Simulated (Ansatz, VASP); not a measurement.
# SiC: VASP beside Ansatz

```
Si C
1.0
     3.07600    0.00000    0.00000
    -1.53800    2.66389    0.00000
     0.00000    0.00000    5.04800
Si C
2 2
Cartesian
  1.5380 0.8880 2.5240
  0.0000 1.7759 0.0000
  1.5380 0.8880 4.4675
  0.0000 1.7759 1.9435
```

Alike in both runs: task single point; functional PBE; k mesh 10 × 10 × 5; occupations gaussian, width 0.021 eV; no spin polarisation.

|  | VASP | Ansatz |
| --- | --- | --- |
| version | VASP 6.6.1 | Ansatz 0.2.0 |
| potentials or method | VASP PAW PBE potentials, release 64 (Si, C) | Ansatz PAW |
| plane-wave cutoff (eV) | 520 | 420 |
| valence electrons in the cell | 16 | 16 |

```csv
,VASP,Ansatz,Ansatz less VASP
gap on the k mesh at the Fermi level (eV),2.48,2.48,+0.003
least direct gap on the mesh (eV),4.08,4.08,+0.004
pressure (GPa),3.6,3.7,+0.05
"traceless stress, the component that is largest in VASP (GPa)",-3.22,-3.24,-0.020
rms of the force components (eV/Å),0.435,0.435,-0.0001
```

Atom by atom the forces differ by 0.000 eV/Å (rms over components).

Noted on Ansatz's run: odd divisions of the mesh miss points on the zone boundary, where band edges often lie, so the gap on the mesh can be too wide.
